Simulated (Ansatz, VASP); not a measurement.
One calculation of Sb, two programs

The input INCAR:

```
  PREC = Accurate
  ENCUT = 520
  EDIFF = 1E-7
  ISMEAR = 0
  SIGMA = 0.1
  LREAL = False
  LASPH = True
  NELM = 100
  ALGO = Normal
  ISIF = 2
  LWAVE = False
  LCHARG = False
  NBANDS = 8
```

The input KPOINTS:

```
Automatic mesh
0
Gamma
  16 16 16
```

File POSCAR:

```
Sb
1.0
   -1.8081082778      1.8081082778      1.8081082778
    1.8081082778     -1.8081082778      1.8081082778
    1.8081082778      1.8081082778     -1.8081082778
Sb
1
Direct
    0.0000000000      0.0000000000      0.0000000000
```

Input for Ansatz:

```yaml
crystal:
  lattice:
    - [-1.8081082778, 1.8081082778, 1.8081082778]
    - [1.8081082778, -1.8081082778, 1.8081082778]
    - [1.8081082778, 1.8081082778, -1.8081082778]
  atoms:
    - { symbol: Sb, position: [0.0, 0.0, 0.0] }
basis:
  ecutwfc: 420
kpoints:
  mp_grid: { grid: [16, 16, 16] }
hamiltonian:
  xc: lda
scf:
  occupations: { method: gaussian, width: 0.1 }
output:
  forces: true
  stress: true
  eigenvalues: true
```

Alike in both runs: task single point; functional LDA; k mesh 16 × 16 × 16; occupations gaussian, width 0.1 eV; no spin polarisation.

|  | VASP | Ansatz |
| --- | --- | --- |
| version | VASP 6.6.1 | Ansatz 0.2.0 |
| potentials or method | VASP PAW LDA potentials, release 64 (Sb), cutoff 520 eV | scalar-relativistic, plane waves, PAW |
| valence electrons in the cell | 5 | 15 |

|  | VASP | Ansatz | Ansatz less VASP |
| --- | --- | --- | --- |
| gap on the k mesh at the Fermi level (eV) | none | none | - |
| pressure (GPa) | 6.5 | 6.3 | -0.27 |

LDA's correlation is that of Perdew and Zunger in VASP and of Perdew and Wang (1992) in Ansatz. A gap of «none» marks a metal or a gap that the smearing closes. VASP's potentials hold 5 valence electrons a cell and Ansatz's 15, so a difference there can come from the potentials and not from the codes.

Spin-orbit coupling is off throughout.
